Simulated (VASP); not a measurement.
Set up this calculation in VASP 6.6.1, as the native input.

- Task: single point
- Functional: PBEsol
- Potentials or basis: VASP PAW PBE potentials, release 64 (Rh_pv)
- Cutoff: 520 eV
- k mesh: 12 × 12 × 7
- Occupations: fermi-dirac, width 0.05 eV
- Spin: no spin polarisation
- Dipole correction: no
- Further INCAR settings: ALGO = Normal; EDIFF = 1e-06; NBANDS = 22

The structure of Rh lies in POSCAR:

```
Rh
1.0
    2.7309800000      0.0000000000      0.0000000000
   -1.3654900000      2.3651000000      0.0000000000
    0.0000000000      0.0000000000      4.4284900000
Rh
2
Direct
    0.6666666667      0.3333333333      0.7500000000
    0.3333333333      0.6666666667      0.2500000000
```

The input as run:

INCAR

```
SYSTEM = Rh
PREC = Accurate ; ENCUT = 520
EDIFF = 1E-6 ; ISMEAR = -1
SIGMA = 0.05 ; LREAL = .FALSE.
LASPH = .TRUE. ; NELM = 100
ALGO = Normal ; ISIF = 2
LWAVE = .FALSE. ; LCHARG = .FALSE.
GGA = PS ; NBANDS = 22
```

KPOINTS

```
regular mesh
0
G
  12 12 7
  0 0 0
```

Potentials or basis: VASP PAW PBE potentials, release 64 (Rh_pv).

The run is started by

```console
$ cat potpaw_PBE.64/Rh_pv/POTCAR > POTCAR
$ mpirun -np 1 vasp_std > vasp.out
```

It gave:

```json
{"Pressure": "-13.8 GPa", "Band gap on the k mesh": "zero (band 15 reaches 11.72 eV, above the bottom of band 16 at 9.44 eV)"}
```

Caveat: the PAW data sets were made with another functional, which shifts forces and pressure a little.

It took 20 s on 1 thread of Intel Xeon 6975P-C (shared host), peak memory 0.16 GiB.
